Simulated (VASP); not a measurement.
# AgO (I-4m2) in VASP: further runs

Runs on AgO. Level: PBEsol. Tasks: single point.

All numbers are computed with VASP 6.6.1; they aren't measurements. Logs are shortened: lines on timing, memory, paths and dates and some standing lists are left out, and cuts for length are marked.

## 1. The cell of the first run

The structure is tetragonal, space group I-4m2 (No. 119). Conventional cell: a = 3.320 Å, b = 3.320 Å, c = 5.057 Å, α = 90.00°, β = 90.00°, γ = 90.00°. Within 2.8 Å of Ag (site symmetry -4m2) lie 4 O at 2.09 Å. O (site symmetry -4m2) has 4 Ag at 2.09 Å within 2.8 Å.

## 2. Single point, PBEsol (strain -0.025 along x and y, +0.050 along z)

File INCAR:

```
ALGO = Normal
EDIFF = 1E-7
ENCUT = 520
GGA = PS
ISIF = 2
ISMEAR = 0
LASPH = True
LCHARG = True
LELF = True
LREAL = False
LVHAR = True
LWAVE = False
NBANDS = 16
NELM = 100
PREC = Accurate
SIGMA = 0.15
```

File KPOINTS:

```
k-points
0
Gamma
  18 18 18
```

File POSCAR:

```
AgO
1.0
    0.0000000000      2.3478000000      2.5284000000
    2.3478000000      0.0000000000      2.5284000000
    2.3478000000      2.3478000000      0.0000000000
Ag O
1 1
Direct
    0.0000000000      0.0000000000      0.0000000000
    0.7500000000      0.7500000000      0.7500000000
```

Potentials or basis: VASP PAW PBE potentials, release 64 (Ag, O).

The run is started by

```bash
$ cat potpaw_PBE.64/Ag/POTCAR potpaw_PBE.64/O/POTCAR > POTCAR
$ mpirun -np 1 vasp_std > vasp.out
```

OUTCAR:

```text
EDIFF = 1E-7
   ENCUT = 520
   GGA = PS
   ISIF = 2
   ISMEAR = 0
   LASPH = True
   LREAL = False
   NELM = 100
   PREC = Accurate

 ion  position               nearest neighbor table
   1  0.000  0.000  0.000-   2 2.09   2 2.09   2 2.09   2 2.09
   2  0.750  0.750  0.750-   1 2.09   1 2.09   1 2.09   1 2.09

  LATTYP: Found a body centered tetragonal cell.
 ALAT       =     3.3202906017
 C/A-ratio  =     1.5229992210

  Lattice vectors:

 A1 = (  -2.3478000000,   0.0000000000,   2.5284000000)
 A2 = (   2.3478000000,   0.0000000000,   2.5284000000)
 A3 = (   0.0000000000,   2.3478000000,  -2.5284000000)

Analysis of symmetry for initial positions (statically):
=====================================================================
 Subroutine PRICEL returns:
 Original cell was already a primitive cell.

 Routine SETGRP: Setting up the symmetry group for a
 body centered tetragonal supercell.

 Subroutine GETGRP returns: Found  8 space group operations
 (whereof  8 operations were pure point group operations)
 out of a pool of 16 trial point group operations.

The static configuration has the point symmetry D_2d.

Analysis of symmetry for dynamics (positions and initial velocities):
=====================================================================
 Subroutine PRICEL returns:
 Original cell was already a primitive cell.

 Routine SETGRP: Setting up the symmetry group for a
 body centered tetragonal supercell.

 Subroutine GETGRP returns: Found  8 space group operations
 (whereof  8 operations were pure point group operations)
 out of a pool of 16 trial point group operations.

The dynamic configuration has the point symmetry D_2d.

 Subroutine INISYM returns: Found  8 space group operations
 (whereof  8 operations are pure point group operations),
 and found     1 'primitive' translations

----------------------------------------------------------------------------------------

                                     Primitive cell

  volume of cell :      27.8739

  direct lattice vectors                    reciprocal lattice vectors
     0.000000000  2.347800000  2.528400000    -0.212965329  0.212965329  0.197753520
     2.347800000  0.000000000  2.528400000     0.212965329 -0.212965329  0.197753520
     2.347800000  2.347800000  0.000000000     0.212965329  0.212965329 -0.197753520

  length of vectors
     3.450358155  3.450358155  3.320290602     0.360298373  0.360298373  0.360298373

  position of ions in fractional coordinates (direct lattice)
     0.000000000  0.000000000  0.000000000
[... 80 lines left out ...]
   EDIFFG = 0.1E-05   stopping-criterion for IOM
   NSW    =      0    number of steps for IOM
   IBRION =     -1    ionic relax: 0-MD 1-quasi-New 2-CG
   NFREE  =      0    steps in history (QN), initial steepest desc. (CG)
   ISIF   =      2    stress and relaxation
   ISYM   =      2    0-nonsym 1-usesym 2-fastsym
   POTIM  = 0.5000    time-step for ionic-motion
   TEBEG  =    0.0;   TEEND  =   0.0 temperature during run
   PSTRESS=    0.0 pullay stress
   NELECT =      17.0000    total number of electrons
   NUPDOWN=      -1.0000    fix difference up-down
   EMIN   =  10.00;   EMAX   =-10.00  energy-range for DOS
   EFERMI =   0.00;   METHOD = LEGACY
   ISMEAR =     0;   SIGMA  =   0.15  broadening in eV -4-tet -1-fermi 0-gaus
   EFERMI_NEDOS =   21; number of points for ismear=-14 and -15
   IALGO  =     38    algorithm
   IMIX   =      4    mixing-type and parameters
     AMIX     =   0.40;   BMIX     =  1.00
     AMIX_MAG =   1.60;   BMIX_MAG =  1.00
  volume/ion in A,a.u.               =      13.94        94.05
  Fermi-wavevector in a.u.,A,eV,Ry     =   1.388327  2.623558 26.224580  1.927452
  Thomas-Fermi vector in A             =   2.512464
   LORBIT       =      0    0 simple, 1 ext, 2 COOP (PROOUT), +10 PAW based schemes
   GGA     = PS    functional components
   LHFCALC =     F    Hartree Fock is set to
   AEXX    =    0.0000 exact exchange contribution
   IVDW    =     0    specifies the selected vdW correction
   LEPSILON=     F    determine dielectric tensor
   LRPA    =     F    only Hartree local field effects (RPA)
 non-spin polarized calculation
 Gauss-broadening in eV      SIGMA  =   0.15
  energy-cutoff  :      520.00
  volume of cell :       27.87
 maximum number of plane-waves:       765
 NGX is ok and might be reduce to    28
   NGX = 13   NGY = 13   NGZ = 13

 number of electron      16.9999997 magnetization

 Free energy of the ion-electron system (eV)
  ---------------------------------------------------
  ext. energy  EPLUGINS =         0.00000000
  ---------------------------------------------------
  free energy    TOTEN  =        -8.02145153 eV

  energy without entropy =       -7.99736363  energy(sigma->0) =       -8.00940758

 E-fermi :   4.8378     XC(G=0): -11.3051

 val. band max:        4.8377748434   @ k =   0.3889   0.2778   0.1111
 cond. band min:       4.8412318500   @ k =   0.5000   0.1667   0.1111
 fundamental gap:      0.0034570066
 Fermi energy:         4.8377942616

 k-point     1 :       0.0000    0.0000    0.0000
  band No.  band energies     occupation
      1     -13.5506      2.00000
      2      -1.3181      2.00000
      3      -1.1784      2.00000
      4      -1.1784      2.00000
      5       1.4216      2.00000
      6       1.6780      2.00000
[... 433 lines left out ...]
      3      -1.0211      2.00000
      4      -0.9261      2.00000
      5       1.5459      2.00000
      6       1.5524      2.00000
[... 8 lines left out ...]
     15      23.4078      0.00000
     16      24.2459      0.00000

 [... further k-points ...]

------------------------ aborting loop because EDIFF is reached ----------------------------------------

  FORCE on cell =-STRESS in cart. coord.  units (eV):
  Direction    XX          YY          ZZ          XY          YZ          ZX
  --------------------------------------------------------------------------------------
  -------------------------------------------------------------------------------------
  Total        1.7127209      1.7127209      2.0834591      0.0000000      0.0000000      0.0000000
  in kB       98.4462572     98.4462572    119.7560873      0.0000000      0.0000000      0.0000000
  external PRESSURE =     105.5495339 kB  Pullay stress =       0.0000000 kB

 VOLUME and BASIS-vectors are now :
 -----------------------------------------------------------------------------
  energy-cutoff  :      520.00
  volume of cell :       27.87
      direct lattice vectors                 reciprocal lattice vectors
     0.000000000  2.347800000  2.528400000    -0.212965329  0.212965329  0.197753520
     2.347800000  0.000000000  2.528400000     0.212965329 -0.212965329  0.197753520
     2.347800000  2.347800000  0.000000000     0.212965329  0.212965329 -0.197753520

 POSITION                                       TOTAL-FORCE (eV/Angst)
 -----------------------------------------------------------------------------------
      0.00000      0.00000      0.00000        -0.000000     -0.000000      0.000000
      3.52170      3.52170      3.79260         0.000000      0.000000      0.000000
 -----------------------------------------------------------------------------------
    total drift:                                0.000000      0.000000      0.000000

  FREE ENERGIE OF THE ION-ELECTRON SYSTEM (eV)
  ---------------------------------------------------
  free  energy   TOTEN  =        -8.0214515271 eV

  energy  without entropy=       -7.9973636287  energy(sigma->0) =       -8.00940758
```

OSZICAR:

```text
N       E                     dE             d eps       ncg     rms          rms(c)
DAV:   1     0.885496007493E+02    0.88550E+02   -0.83901E+03 15584   0.983E+02
DAV:   2    -0.759757559812E+01   -0.96147E+02   -0.88174E+02 18472   0.241E+02
DAV:   3    -0.997985209767E+01   -0.23823E+01   -0.23737E+01 18400   0.398E+01
DAV:   4    -0.998934771409E+01   -0.94956E-02   -0.94953E-02 19936   0.264E+00
DAV:   5    -0.998942466047E+01   -0.76946E-04   -0.76946E-04 18832   0.235E-01    0.148E+01
DAV:   6    -0.839529506037E+01    0.15941E+01   -0.76650E+00 17368   0.368E+01    0.124E+01
DAV:   7    -0.803996221095E+01    0.35533E+00   -0.12864E+00 16040   0.150E+01    0.728E+00
DAV:   8    -0.803168084231E+01    0.82814E-02   -0.26224E-01 17072   0.414E+00    0.923E-01
DAV:   9    -0.802199003804E+01    0.96908E-02   -0.13931E-02 18768   0.124E+00    0.303E-01
DAV:  10    -0.802146921131E+01    0.52083E-03   -0.33484E-03 17112   0.489E-01    0.102E-01
DAV:  11    -0.802146370409E+01    0.55072E-05   -0.22695E-04 19440   0.168E-01    0.505E-02
DAV:  12    -0.802145170615E+01    0.11998E-04   -0.38914E-05 17728   0.909E-02    0.610E-03
DAV:  13    -0.802145154495E+01    0.16121E-06   -0.24735E-06 18960   0.135E-02    0.285E-03
DAV:  14    -0.802145152712E+01    0.17833E-07   -0.80808E-08 14184   0.265E-03
   1 F= -.80214515E+01 E0= -.80094076E+01  d E =-.240879E-01
```

stdout:

```text
POSCAR found type information on POSCAR AgO
 POSCAR found :  2 types and       2 ions
 scaLAPACK will be used
 -----------------------------------------------------------------------------
|                                                                             |
|                                                                             |
|     You enforced a specific xc type in the INCAR file but a different       |
|     I HOPE YOU KNOW WHAT YOU ARE DOING!                                     |
|                                                                             |
 -----------------------------------------------------------------------------

 LDA part: xc-table for (Slater+PW92), standard interpolation
 POSCAR, INCAR and KPOINTS ok, starting setup
 FFT: planning ... GRIDC
 FFT: planning ... GRID_SOFT
 FFT: planning ... GRID
 WAVECAR not read
 entering main loop
```

It took 96 s on 1 thread of Intel Xeon 6975P-C (Granite Rapids), shared host; peak memory 0.32 GiB.

Results:

```yaml
Free_energy: -8.0215 eV
Pressure: 10.6 GPa
Band_gap_on_the_k_mesh: zero (an odd number of electrons rules out a gap without spin polarisation)
```

Caveat: the cell differs from its parent crystal (strain -0.025 along x and y, +0.050 along z); the cell stands under pressure; the PAW data sets were made with another functional, which shifts forces and pressure a little; an odd number of electrons without spin polarisation forces a metal; a magnetic or distorted state may lie lower.

## 3. Single point, PBEsol (strain +0.025 along x and y, -0.050 along z)

File INCAR:

```
SYSTEM = AgO
PREC = Accurate ; ENCUT = 520
EDIFF = 1E-7 ; ISMEAR = 0
SIGMA = 0.15 ; LREAL = .False.
LASPH = .True. ; NELM = 80
ALGO = Normal ; ISIF = 2
LWAVE = .False. ; LCHARG = .False.
GGA = PS ; NBANDS = 16
```

File KPOINTS:

```
Automatic mesh
0
Gamma
  18 18 18
  0 0 0
```

File POSCAR:

```
AgO
1.0
    0.0000000000      2.4682000000      2.2876000000
    2.4682000000      0.0000000000      2.2876000000
    2.4682000000      2.4682000000      0.0000000000
Ag O
1 1
Direct
    0.0000000000      0.0000000000      0.0000000000
    0.7500000000      0.7500000000      0.7500000000
```

Potentials or basis: VASP PAW PBE potentials, release 64 (Ag, O).

The run is started by

```bash
$ cat potpaw_PBE.64/Ag/POTCAR potpaw_PBE.64/O/POTCAR > POTCAR
$ mpirun -np 1 vasp_std > vasp.out
```

Wall time 96 s (1 thread of Intel Xeon 6975P-C (Granite Rapids), shared host); peak memory 0.32 GiB.

Results (log left out):

* Free energy: -8.0219 eV
* Pressure: 10.6 GPa
* Band gap on the k mesh: zero (an odd number of electrons rules out a gap without spin polarisation)

Stress tensor (GPa, compression positive):
```
11.31  0.00  0.00
 0.00 11.31  0.00
 0.00  0.00  9.09
```

Levels at points of the mesh, in eV from the Fermi level:
```tsv
k point	band 5	band 6	band 7	band 8	band 9	band 10	band 11	band 12	band 13	band 14
(0.00, 0.00, 0.00)	-3.41	-3.17	0.19	0.82	0.82	1.00	14.06	14.06	14.19	18.67
(0.50, 0.00, 0.00)	-3.14	-3.04	-2.82	-0.10	-0.02	5.41	6.95	13.39	14.63	16.14
(0.50, 0.50, 0.00)	-3.31	-2.92	-1.63	-1.47	-1.47	6.04	9.83	11.02	13.09	13.09
(0.50, 0.00, 0.50)	-3.55	-2.95	-1.98	-1.65	-1.24	5.99	8.72	11.87	13.37	14.36
```

Caveat: the cell differs from its parent crystal (strain +0.025 along x and y, -0.050 along z); the cell stands under pressure; the PAW data sets were made with another functional, which shifts forces and pressure a little; an odd number of electrons without spin polarisation forces a metal; a magnetic or distorted state may lie lower.

## 4. Single point, PBEsol (strain +0.025 along x and y, -0.025 along z)

File INCAR:

```
SYSTEM = AgO
PREC     = Accurate       ! precision mode
ENCUT    = 520            ! plane-wave cutoff, eV
EDIFF    = 1E-6           ! SCF threshold, eV
ISMEAR   = 0              ! smearing method
SIGMA    = 0.15           ! smearing width, eV
LREAL    = .False.        ! projectors in reciprocal space
LASPH    = .True.         ! aspherical terms in the spheres
NELM     = 100            ! most SCF steps
ALGO     = Normal         ! electronic algorithm
ISIF     = 2              ! what is computed and relaxed
LWAVE    = .False.        ! write WAVECAR
LCHARG   = .True.         ! write CHGCAR
GGA      = PS             ! functional
LELF     = .True.         ! ELF
LVHAR    = .True.       
NBANDS   = 16             ! bands
```

KPOINTS is that of step 3.

File POSCAR:

```
AgO
1.0
    0.0000000000      2.4682000000      2.3478000000
    2.4682000000      0.0000000000      2.3478000000
    2.4682000000      2.4682000000      0.0000000000
Ag O
1 1
Direct
    0.0000000000      0.0000000000      0.0000000000
    0.7500000000      0.7500000000      0.7500000000
```

The run is started by

```bash
$ cat potpaw_PBE.64/Ag/POTCAR potpaw_PBE.64/O/POTCAR > POTCAR
$ mpirun -np 1 vasp_std > vasp.out
```

It took 92 s on 1 thread of Intel Xeon 6975P-C (Granite Rapids), shared host; peak memory 0.34 GiB.

The run converged. Its results:

```yaml
Free_energy: -8.0576 eV
Pressure: 6.9 GPa
Band_gap_on_the_k_mesh: zero (an odd number of electrons rules out a gap without spin polarisation)
```

Stress tensor (GPa, compression positive):
```
7.28 0.00 0.00
0.00 7.28 0.00
0.00 0.00 6.15
```

Levels at points of the mesh, in eV from the Fermi level:
```tsv
k point	band 6	band 7	band 8	band 9	band 10	band 11	band 12	band 13
(0.00, 0.00, 0.00)	-3.12	0.22	0.83	0.83	0.95	13.93	13.93	14.00
(0.50, 0.00, 0.00)	-2.98	-2.78	-0.07	-0.02	5.38	6.88	13.45	14.24
(0.50, 0.50, 0.00)	-2.85	-1.67	-1.41	-1.41	5.99	9.43	11.06	13.10
(0.50, 0.00, 0.50)	-2.85	-1.91	-1.53	-1.27	5.96	8.70	11.63	13.27
```

Caveat: the cell differs from its parent crystal (strain +0.025 along x and y, -0.025 along z); the cell stands under pressure; the PAW data sets were made with another functional, which shifts forces and pressure a little; an odd number of electrons without spin polarisation forces a metal; a magnetic or distorted state may lie lower.

## 5. Single point, PBEsol (strain +0.050 along x and y, -0.050 along z)

File INCAR:

```
PREC     = Accurate       # precision mode
ENCUT    = 520            # plane-wave cutoff, eV
EDIFF    = 1E-6           # SCF threshold, eV
ISMEAR   = 0              # smearing method
SIGMA    = 0.15           # smearing width, eV
LREAL    = F              # projectors in reciprocal space
LASPH    = T              # aspherical terms in the spheres
NELM     = 80             # most SCF steps
ALGO     = Normal         # electronic algorithm
ISIF     = 2              # what is computed and relaxed
LWAVE    = F              # write WAVECAR
LCHARG   = F              # write CHGCAR
GGA      = PS             # functional
NBANDS   = 16             # bands
```

File KPOINTS:

```
Automatic mesh
0
Gamma
  18 18 18
```

File POSCAR:

```
AgO
1.0
    0.0000000000      2.5284000000      2.2876000000
    2.5284000000      0.0000000000      2.2876000000
    2.5284000000      2.5284000000      0.0000000000
Ag O
1 1
Direct
    0.0000000000      0.0000000000      0.0000000000
    0.7500000000      0.7500000000      0.7500000000
```

The run is started by

```bash
$ cat potpaw_PBE.64/Ag/POTCAR potpaw_PBE.64/O/POTCAR > POTCAR
$ mpirun -np 1 vasp_std > vasp.out
```

Wall time 94 s (1 thread of Intel Xeon 6975P-C (Granite Rapids), shared host); peak memory 0.33 GiB.

It converged, with:

```yaml
Free_energy: -8.0874 eV
Pressure: 3.3 GPa
Band_gap_on_the_k_mesh: zero (an odd number of electrons rules out a gap without spin polarisation)
```

Stress tensor (GPa, compression positive):
```
3.88 0.00 0.00
0.00 3.88 0.00
0.00 0.00 2.29
```

Levels at points of the mesh, in eV from the Fermi level:
| k point | band 5 | band 6 | band 7 | band 8 | band 9 | band 10 | band 11 | band 12 | band 13 | band 14 |
| --- | --- | --- | --- | --- | --- | --- | --- | --- | --- | --- |
| (0.00, 0.00, 0.00) | -3.26 | -2.99 | 0.26 | 0.73 | 0.73 | 0.95 | 13.87 | 13.87 | 13.99 | 18.41 |
| (0.50, 0.00, 0.00) | -3.00 | -2.89 | -2.68 | -0.10 | 0.00 | 5.32 | 6.86 | 12.99 | 14.56 | 15.83 |
| (0.50, 0.50, 0.00) | -3.10 | -2.78 | -1.48 | -1.39 | -1.39 | 6.02 | 9.49 | 10.94 | 12.66 | 12.66 |
| (0.50, 0.00, 0.50) | -3.37 | -2.84 | -1.90 | -1.59 | -1.08 | 5.92 | 8.33 | 11.83 | 13.03 | 14.28 |

Caveat: the cell differs from its parent crystal (strain +0.050 along x and y, -0.050 along z); the cell stands under pressure; the PAW data sets were made with another functional, which shifts forces and pressure a little; an odd number of electrons without spin polarisation forces a metal; a magnetic or distorted state may lie lower.

## 6. Overview

| cell | gap on the mesh (eV) | pressure (GPa) |
| --- | --- | --- |
| a = 3.450, b = 3.450, c = 3.320 Å, angles 61.2, 61.2, 57.5°, 2 atoms | none | 10.6 |
| a = 3.365, b = 3.365, c = 3.491 Å, angles 58.8, 58.8, 62.5°, 2 atoms | none | 10.6 |
| a = 3.406, b = 3.406, c = 3.491 Å, angles 59.2, 59.2, 61.6°, 2 atoms | none | 6.9 |
| a = 3.410, b = 3.410, c = 3.576 Å, angles 58.4, 58.4, 63.2°, 2 atoms | none | 3.3 |

Alike in all rows: task single point; level PBEsol; potentials or basis VASP PAW PBE potentials, release 64 (Ag, O); no spin polarisation; k mesh 18 × 18 × 18; cutoff (eV) 520; smearing gaussian 0.15 eV.

Caveats: the cell stands under pressure; the PAW data sets were made with another functional, which shifts forces and pressure a little; an odd number of electrons without spin polarisation forces a metal; a magnetic or distorted state may lie lower.

Absolute energies hang on the potentials; compare differences alone.
